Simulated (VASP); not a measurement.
Here is a VASP 6.6.1 calculation.

File INCAR:

```
SYSTEM = NaCaScS3O12
ALGO = Normal
EDIFF = 1E-8
ENCUT = 520
GGA = PE
ISIF = 2
ISMEAR = -1
LASPH = .TRUE.
LCHARG = .FALSE.
LEFG = .TRUE.
LREAL = Auto
LWAVE = .FALSE.
NBANDS = 142
NELM = 100
PREC = Accurate
SIGMA = 0.02
```

KPOINTS

```
k-points
0
G
  3 3 3
  0 0 0
```

Contents of POSCAR:

```
NaCaScS3O12
1.0
    4.4861765342      2.5900952296      7.9471902267
   -4.4861765342      2.5900952296      7.9471902267
    0.0000000000     -5.1801904593      7.9471902267
Na Ca Sc S O
2 2 2 6 24
Direct
    0.4991378100      0.4991378100      0.4991378100
    0.9991378100      0.9991378100      0.9991378100
    0.3513476200      0.3513476200      0.3513476200
    0.8513476200      0.8513476200      0.8513476200
    0.6505195700      0.6505195700      0.6505195700
    0.1505195700      0.1505195700      0.1505195700
    0.5411168500      0.9505521000      0.2592708000
    0.9505521000      0.2592708000      0.5411168500
    0.2592708000      0.5411168500      0.9505521000
    0.0411168500      0.7592708000      0.4505521000
    0.7592708000      0.4505521000      0.0411168500
    0.4505521000      0.0411168500      0.7592708000
    0.5127020800      0.1009360800      0.2886792500
    0.1009360800      0.2886792500      0.5127020800
    0.2886792500      0.5127020800      0.1009360800
    0.0127020800      0.7886792500      0.6009360800
    0.7886792500      0.6009360800      0.0127020800
    0.6009360800      0.0127020800      0.7886792500
    0.4887111300      0.8828519900      0.7263517900
    0.8828519900      0.7263517900      0.4887111300
    0.7263517900      0.4887111300      0.8828519900
    0.9887111300      0.2263517900      0.3828519900
    0.2263517900      0.3828519900      0.9887111300
    0.3828519900      0.9887111300      0.2263517900
    0.4197887800      0.2089260700      0.6036861700
    0.2089260700      0.6036861700      0.4197887800
    0.6036861700      0.4197887800      0.2089260700
    0.9197887800      0.1036861700      0.7089260700
    0.1036861700      0.7089260700      0.9197887800
    0.7089260700      0.9197887800      0.1036861700
    0.5580533000      0.7821482400      0.4252204000
    0.7821482400      0.4252204000      0.5580533000
    0.4252204000      0.5580533000      0.7821482400
    0.0580533000      0.9252204000      0.2821482400
    0.9252204000      0.2821482400      0.0580533000
    0.2821482400      0.0580533000      0.9252204000
```

Potentials or basis: VASP PAW PBE potentials, release 64 (Na_pv, Ca_sv, Sc_sv, S, O).

Launch:

```console
$ cat potpaw_PBE.64/Na_pv/POTCAR potpaw_PBE.64/Ca_sv/POTCAR potpaw_PBE.64/Sc_sv/POTCAR potpaw_PBE.64/S/POTCAR potpaw_PBE.64/O/POTCAR > POTCAR
$ mpirun -np 1 vasp_std > vasp.out
```

(1) What does it give for the pressure?

(2) What does it give for the largest force?

(3) Predict the band gap on the k mesh.

Results:

(1) -0.1 GPa.

(2) 0.216 eV/Å.

(3) 3.85 eV.

Caveat: without QUAD_EFG the Cq values of the log hold for a quadrupole moment of 1 mb, not for the nuclei; an odd mesh through Γ misses points on the zone boundary, where band edges can lie.
